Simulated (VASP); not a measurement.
Runs of VASP 6.6.1 on SiC (base). The structure is that of space group Fm-3m (No. 225), or close to it. The cells are those of the table. 

```csv
task,cell,k mesh,smearing,gap on the mesh (eV),pressure (GPa)
relaxation of cell and atoms,"relaxed to 125 GPa from a = 2.953 Å, angles 60.0°, 2 atoms",8 × 8 × 8,gaussian 0.1 eV,1.12,124.5
single point,"a = 2.548 Å, angles 60.0°, 2 atoms",16 × 16 × 16,gaussian 0.02 eV,0.64,(b)
single point,"a = 2.953 Å, angles 60.0°, 2 atoms",8 × 8 × 8,gaussian 0.1 eV,none,(a)
single point,"a = 2.615 Å, angles 60.0°, 2 atoms",12 × 12 × 12,gaussian 0.02 eV,1.12,124.5
single point,"a = 2.495 Å, angles 60.0°, 2 atoms",16 × 16 × 16,gaussian 0.01 eV,0.22,249.2
single point,"a = 2.615 Å, angles 60.0°, 2 atoms",8 × 8 × 8,gaussian 0.1 eV,1.12,124.2
single point,"a = 2.686 Å, angles 60.0°, 2 atoms",16 × 16 × 16,gaussian 0.02 eV,0.44,74.7
single point,"a = 2.495 Å, angles 60.0°, 2 atoms",16 × 16 × 16,gaussian 0.02 eV,0.22,249.2
single point,"a = 2.775 Å, angles 60.0°, 2 atoms",16 × 16 × 16,gaussian 0.02 eV,none,29.9
single point,"a = 2.615 Å, angles 60.0°, 2 atoms",16 × 16 × 16,gaussian 0.02 eV,1.12,124.5
```

Alike in all rows: level PBE; potentials or basis VASP PAW PBE potentials, release 64 (C, Si); no spin polarisation; cutoff (eV) 600.

Estimate the missing entries.

(a) -16.4; (b) 186.8.

Caveats: the cell is relaxed towards a set pressure, so the enthalpy falls and the energy may rise (some runs).

A k mesh can miss the band edges.

A gap of «none» marks levels without a gap at the run's occupations.
